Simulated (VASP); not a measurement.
Write the native input for VASP 6.6.1 that does the following.

```
Task                   : single point
Functional             : PBEsol
Potentials or basis    : VASP PAW PBE potentials, release 64 (Tl_d, Cl)
Cutoff                 : 400 eV
k mesh                 : 5 × 4 × 1
Occupations            : gaussian, width 0.05 eV
Spin                   : no spin polarisation
Dipole correction      : yes
Further INCAR settings : ALGO = Normal; EDIFF = 1e-06; NBANDS = 72; NELMDL = -8
```

The structure of TlCl lies in POSCAR:

```
TlCl
1.0
    5.3306014400      0.0000000000      0.0000000000
    0.0000000000      6.5286267750      0.0000000000
    0.0000000000      0.0000000000     22.6940604408
Tl Cl
6 6
Direct
    0.5000000000      0.6666666667      0.3304829482
    0.0000000000      0.3333333333      0.3982897689
    0.5000000000      0.0000000000      0.4660965896
    0.0000000000      0.6666666667      0.5339034104
    0.5000000000      0.3333333333      0.6017102311
    0.0000000000      0.0000000000      0.6695170518
    0.5000000000      0.1666666667      0.3304829482
    0.0000000000      0.8333333333      0.3982897689
    0.5000000000      0.5000000000      0.4660965896
    0.0000000000      0.1666666667      0.5339034104
    0.5000000000      0.8333333333      0.6017102311
    0.0000000000      0.5000000000      0.6695170518
```

This cell differs from its parent crystal: atoms taken out.

The input as run:

INCAR

```
SYSTEM = TlCl
  PREC = Accurate
  ENCUT = 400
  EDIFF = 1E-6
  ISMEAR = 0
  SIGMA = 0.05
  LREAL = .False.
  LASPH = .True.
  NELM = 120
  ALGO = Normal
  ISIF = 2
  LWAVE = .False.
  LCHARG = .False.
  LDIPOL = .True.
  IDIPOL = 3
  DIPOL = 0.5 0.5 0.500
  GGA = PS
  NBANDS = 72
  GGA_COMPAT = .False.
  NELMDL = -8
```

KPOINTS

```
Automatic mesh
0
Gamma
  5 4 1
  0 0 0
```

Potentials or basis: VASP PAW PBE potentials, release 64 (Tl_d, Cl).

Command:

```sh
$ cat potpaw_PBE.64/Tl_d/POTCAR potpaw_PBE.64/Cl/POTCAR > POTCAR
$ mpirun -np 1 vasp_std > vasp.out
```

It gave:

* Largest force: 0.363 eV/Å
* Band gap on the k mesh: 2.41 eV

Caveat: the cell differs from its parent crystal (atoms taken out); the PAW data sets were made with another functional, which shifts forces and pressure a little; spin-orbit coupling is left out, which moves the levels of the heavy elements.

Run time: 10 min on 1 thread of Intel(R) Xeon(R) Platinum 8488C (Sapphire Rapids), with other jobs on the host, peak memory 0.67 GiB.
